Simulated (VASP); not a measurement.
Here is a VASP 6.6.1 calculation.

File INCAR:

```
SYSTEM = RbBr
PREC = Accurate
ENCUT = 520
EDIFF = 1E-6
ISMEAR = 0
SIGMA = 0.05
LREAL = .FALSE.
LASPH = .TRUE.
NELM = 80
ALGO = Normal
ISIF = 2
LWAVE = .FALSE.
LCHARG = .FALSE.
GGA = PS
NBANDS = 15
```

File KPOINTS:

```
Automatic mesh
0
G
  6 6 6
  0 0 0
```

File POSCAR:

```
RbBr
1.0
    0.0000000000      3.3722080732      3.5408184768
    3.3722080732      0.0000000000      3.5408184768
    3.3722080732      3.3722080732      0.0000000000
Rb Br
1 1
Direct
    0.0000000000      0.0000000000      0.0000000000
    0.5000000000      0.5000000000      0.5000000000
```

Potentials or basis: VASP PAW PBE potentials, release 64 (Rb_sv, Br).

Run with:

```sh
$ cat potpaw_PBE.64/Rb_sv/POTCAR potpaw_PBE.64/Br/POTCAR > POTCAR
$ mpirun -np 1 vasp_std > vasp.out
```

(1) Predict the pressure.

(2) Predict the band gap on the k mesh.

Answers

(1) 0.1 GPa.

(2) 4.19 eV.

Caveat: the PAW data sets were made with another functional, which shifts forces and pressure a little.
